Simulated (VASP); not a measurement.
# CoSi2 (Imm2) in VASP: single point with PBE

Aim: the single point of CoSi2 with PBE.

All numbers are computed with VASP 6.6.1; they aren't measurements. Logs are shortened: lines on timing, memory, paths and dates and some standing lists are left out, and cuts for length are marked.

### Step 1. The cell of the first run

The typed cell holds 3 atoms: a = 3.790 Å, b = 3.790 Å, c = 3.790 Å, α = 60.00°, β = 60.00°, γ = 60.00°.

### Step 2. Single point, PBE

Contents of INCAR:

```
SYSTEM = CoSi2
PREC = Accurate
ENCUT = 520
EDIFF = 1E-6
ISMEAR = 0
SIGMA = 0.15
LREAL = .FALSE.
LASPH = .TRUE.
NELM = 100
ALGO = Normal
ISIF = 2
LWAVE = .FALSE.
LCHARG = .FALSE.
GGA = PE
NBANDS = 16
```

Contents of KPOINTS:

```
regular mesh
0
G
  12 12 12
  0 0 0
```

Contents of POSCAR:

```
CoSi2
1.0
    0.0000000000      2.6799390576      2.6799390576
    2.6799390576      0.0000000000      2.6799390576
    2.6799390576      2.6799390576      0.0000000000
Co Si
1 2
Direct
   -0.0001491557      0.0001513237      0.0000124183
    0.2502141488      0.2500431131      0.2498609508
    0.7499350069      0.7498055632      0.7501266309
```

Potentials or basis: VASP PAW PBE potentials, release 64 (Co, Si).

Started as:

```sh
$ cat potpaw_PBE.64/Co/POTCAR potpaw_PBE.64/Si/POTCAR > POTCAR
$ mpirun -np 1 vasp_std > vasp.out
```

OUTCAR:

```text
SYSTEM = CoSi2
   PREC = Accurate
   ENCUT = 520
   EDIFF = 1E-6
   ISMEAR = 0
   LREAL = .FALSE.
   LASPH = .TRUE.
   NELM = 100
   ISIF = 2
   GGA = PE

 ion  position               nearest neighbor table
   1  1.000  0.000  0.000-   2 2.32   3 2.32   3 2.32   2 2.32   2 2.32   3 2.32   3 2.32   2 2.32

   2  0.250  0.250  0.250-   1 2.32   1 2.32   1 2.32   1 2.32   3 2.68   3 2.68   3 2.68   3 2.68
                             3 2.68   3 2.68
   3  0.750  0.750  0.750-   1 2.32   1 2.32   1 2.32   1 2.32   2 2.68   2 2.68   2 2.68   2 2.68
                             2 2.68   2 2.68

  LATTYP: Found a face centered cubic cell.
 ALAT       =     5.3598781152

  Lattice vectors:

 A1 = (   0.0000000000,   2.6799390576,   2.6799390576)
 A2 = (   2.6799390576,   0.0000000000,   2.6799390576)
 A3 = (   2.6799390576,   2.6799390576,   0.0000000000)

Analysis of symmetry for initial positions (statically):
=====================================================================
 Subroutine PRICEL returns:
 Original cell was already a primitive cell.

 Routine SETGRP: Setting up the symmetry group for a
 face centered cubic supercell.

 Subroutine GETGRP returns: Found  1 space group operations
 (whereof  1 operations were pure point group operations)
 out of a pool of 48 trial point group operations.

The static configuration has the point symmetry C_1 .

Analysis of symmetry for dynamics (positions and initial velocities):
=====================================================================
 Subroutine PRICEL returns:
 Original cell was already a primitive cell.

 Routine SETGRP: Setting up the symmetry group for a
 face centered cubic supercell.

 Subroutine GETGRP returns: Found  1 space group operations
 (whereof  1 operations were pure point group operations)
 out of a pool of 48 trial point group operations.

The dynamic configuration has the point symmetry C_1 .

 Subroutine INISYM returns: Found  1 space group operations
 (whereof  1 operations are pure point group operations),
 and found     1 'primitive' translations

----------------------------------------------------------------------------------------

                                     Primitive cell

  volume of cell :      38.4950

  direct lattice vectors                    reciprocal lattice vectors
     0.000000000  2.679939058  2.679939058    -0.186571407  0.186571407  0.186571407
[... 89 lines left out ...]
   LREAL  =      F    real-space projection
   EDIFFG = 0.1E-04   stopping-criterion for IOM
   NSW    =      0    number of steps for IOM
   IBRION =     -1    ionic relax: 0-MD 1-quasi-New 2-CG
   NFREE  =      0    steps in history (QN), initial steepest desc. (CG)
   ISIF   =      2    stress and relaxation
   ISYM   =      2    0-nonsym 1-usesym 2-fastsym
   POTIM  = 0.5000    time-step for ionic-motion
   TEBEG  =    0.0;   TEEND  =   0.0 temperature during run
   PSTRESS=    0.0 pullay stress
   NELECT =      17.0000    total number of electrons
   NUPDOWN=      -1.0000    fix difference up-down
   EMIN   =  10.00;   EMAX   =-10.00  energy-range for DOS
   EFERMI =   0.00;   METHOD = LEGACY
   ISMEAR =     0;   SIGMA  =   0.15  broadening in eV -4-tet -1-fermi 0-gaus
   EFERMI_NEDOS =   21; number of points for ismear=-14 and -15
   IALGO  =     38    algorithm
   IMIX   =      4    mixing-type and parameters
     AMIX     =   0.40;   BMIX     =  1.00
     AMIX_MAG =   1.60;   BMIX_MAG =  1.00
  volume/ion in A,a.u.               =      12.83        86.59
  Fermi-wavevector in a.u.,A,eV,Ry     =   1.246684  2.355890 21.146444  1.554220
  Thomas-Fermi vector in A             =   2.380850
   LORBIT       =      0    0 simple, 1 ext, 2 COOP (PROOUT), +10 PAW based schemes
   GGA     = PE    functional components
   LHFCALC =     F    Hartree Fock is set to
   AEXX    =    0.0000 exact exchange contribution
   IVDW    =     0    specifies the selected vdW correction
   LEPSILON=     F    determine dielectric tensor
   LRPA    =     F    only Hartree local field effects (RPA)
 non-spin polarized calculation
 Gauss-broadening in eV      SIGMA  =   0.15
  energy-cutoff  :      520.00
  volume of cell :       38.50
 maximum number of plane-waves:      1056
   NGX = 15   NGY = 15   NGZ = 15

 number of electron      16.9999995 magnetization

 Free energy of the ion-electron system (eV)
  ---------------------------------------------------
  ext. energy  EPLUGINS =         0.00000000
  ---------------------------------------------------
  free energy    TOTEN  =       -19.30083329 eV

  energy without entropy =      -19.29016213  energy(sigma->0) =      -19.29549771

 E-fermi :  10.0429     XC(G=0): -11.7364

 val. band max:       10.0294669767   @ k =   0.0833  -0.3333  -0.1667
 cond. band min:      10.0634861494   @ k =   0.0833   0.4167   0.0000
 fundamental gap:      0.0340191727
 Fermi energy:        10.0428895468

 k-point     1 :       0.0000    0.0000    0.0000
  band No.  band energies     occupation
      1      -3.0443      2.00000
      2       5.9946      2.00000
      3       5.9954      2.00000
      4       5.9962      2.00000
      5       8.1625      2.00000
      6       8.1625      2.00000
[... 433 lines left out ...]
      3       6.4881      2.00000
      4       6.4903      2.00000
      5       7.8981      2.00000
      6       8.4413      2.00000
[... 8 lines left out ...]
     15      20.4185      0.00000
     16      21.1501      0.00000

 [... further k-points ...]

------------------------ aborting loop because EDIFF is reached ----------------------------------------

  FORCE on cell =-STRESS in cart. coord.  units (eV):
  Direction    XX          YY          ZZ          XY          YZ          ZX
  --------------------------------------------------------------------------------------
  -------------------------------------------------------------------------------------
  Total       -0.0559944     -0.0559935     -0.0559679     -0.0123318      0.0006759     -0.0003150
  in kB       -2.3305060     -2.3304701     -2.3294026     -0.5132552      0.0281303     -0.0131098
  external PRESSURE =      -2.3301262 kB  Pullay stress =       0.0000000 kB

 VOLUME and BASIS-vectors are now :
 -----------------------------------------------------------------------------
  energy-cutoff  :      520.00
  volume of cell :       38.50
      direct lattice vectors                 reciprocal lattice vectors
     0.000000000  2.679939058  2.679939058    -0.186571407  0.186571407  0.186571407
     2.679939058  0.000000000  2.679939058     0.186571407 -0.186571407  0.186571407
     2.679939058  2.679939058  0.000000000     0.186571407  0.186571407 -0.186571407

 POSITION                                       TOTAL-FORCE (eV/Angst)
 -----------------------------------------------------------------------------------
      0.00044      2.67957      2.67994        -0.007661      0.006403     -0.000100
      1.33971      1.34017      1.34066         0.004246     -0.003402     -0.007603
      4.01973      4.02007      4.01921         0.003416     -0.003002      0.007703
 -----------------------------------------------------------------------------------
    total drift:                                0.000019     -0.000017      0.000000

  FREE ENERGIE OF THE ION-ELECTRON SYSTEM (eV)
  ---------------------------------------------------
  free  energy   TOTEN  =       -19.3008332883 eV

  energy  without entropy=      -19.2901621307  energy(sigma->0) =      -19.29549771
```

stdout:

```text
POSCAR found type information on POSCAR CoSi
 POSCAR found :  2 types and       3 ions
 scaLAPACK will be used
 LDA part: xc-table for (Slater+PW92), standard interpolation
 POSCAR, INCAR and KPOINTS ok, starting setup
 FFT: planning ... GRIDC
 FFT: planning ... GRID_SOFT
 FFT: planning ... GRID
 WAVECAR not read
 entering main loop
```

Wall time 3.8 min (1 thread of Intel Xeon 6975P-C (Granite Rapids), shared host); peak memory 0.59 GiB.

Results:

| Property | Result |
| --- | --- |
| Free energy | -19.3008 eV |
| Pressure | -0.2 GPa |
| Largest force | 0.010 eV/Å |
| Band gap on the k mesh | zero (an odd number of electrons rules out a gap without spin polarisation) |

Forces on the atoms (eV/Å):
```
Co  -0.008  0.006  0.000
Si   0.004 -0.003 -0.008
Si   0.003 -0.003  0.008
```

Caveat: an odd number of electrons without spin polarisation forces a metal; a magnetic or distorted state may lie lower. Spin polarisation is off, so any magnetic state and its effect on volume and gap are missing.

The gap in the log of VASP goes by the Fermi energy; the results here count the filled bands.